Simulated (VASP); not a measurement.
A run of VASP 6.6.1 is set up as follows.

Contents of INCAR:

```
SYSTEM = LuH3
  ALGO = Normal
  EDIFF = 1E-6
  ENCUT = 520
  GGA = PS
  ISIF = 2
  ISMEAR = 0
  LASPH = .True.
  LCHARG = .False.
  LREAL = Auto
  LWAVE = .False.
  NBANDS = 102
  NELM = 80
  PREC = Accurate
  SIGMA = 0.1
```

File KPOINTS:

```
k-points
0
Gamma
  3 3 4
  0 0 0
```

POSCAR

```
LuH3
1.0
    6.0948424347      0.0000000000      0.0000000000
   -3.0474212174      5.2782883805      0.0000000000
    0.0000000000      0.0000000000      6.3777478800
Lu H
6 18
Direct
    0.6623873300      0.0000000000      0.2500000000
    0.3376126700      0.3376126700      0.2500000000
    0.0000000000      0.6623873300      0.2500000000
    0.6623873300      0.6623873300      0.7500000000
    0.0000000000      0.3376126700      0.7500000000
    0.3376126700      0.0000000000      0.7500000000
    0.3199835000      0.9663259100      0.4105443400
    0.6463424100      0.6800165000      0.4105443400
    0.0336740900      0.3536575900      0.4105443400
    0.3199835000      0.3536575900      0.9105443400
    0.0336740900      0.6800165000      0.9105443400
    0.6463424100      0.9663259100      0.9105443400
    0.6800165000      0.0336740900      0.5894556600
    0.3536575900      0.3199835000      0.5894556600
    0.9663259100      0.6463424100      0.5894556600
    0.6800165000      0.6463424100      0.0894556600
    0.9663259100      0.3199835000      0.0894556600
    0.3536575900      0.0336740900      0.0894556600
    0.0000000000      0.0000000000      0.2500000000
    0.0000000000      0.0000000000      0.7500000000
    0.6666666700      0.3333333300      0.3114689900
    0.6666666700      0.3333333300      0.8114689900
    0.3333333300      0.6666666700      0.6885310100
    0.3333333300      0.6666666700      0.1885310100
```

Potentials or basis: VASP PAW PBE potentials, release 64 (Lu, H).

Launch:

```bash
$ cat potpaw_PBE.64/Lu/POTCAR potpaw_PBE.64/H/POTCAR > POTCAR
$ mpirun -np 1 vasp_std > vasp.out
```

Task: Estimate the largest force.

Result: 0.090 eV/Å.

Task: Estimate the pressure.

Result: -2.4 GPa.

Stress tensor (GPa, compression positive):
```
-2.44  0.00  0.00
 0.00 -2.44  0.00
 0.00  0.00 -2.35
```

Caveat: the PAW data sets were made with another functional, which shifts forces and pressure a little.
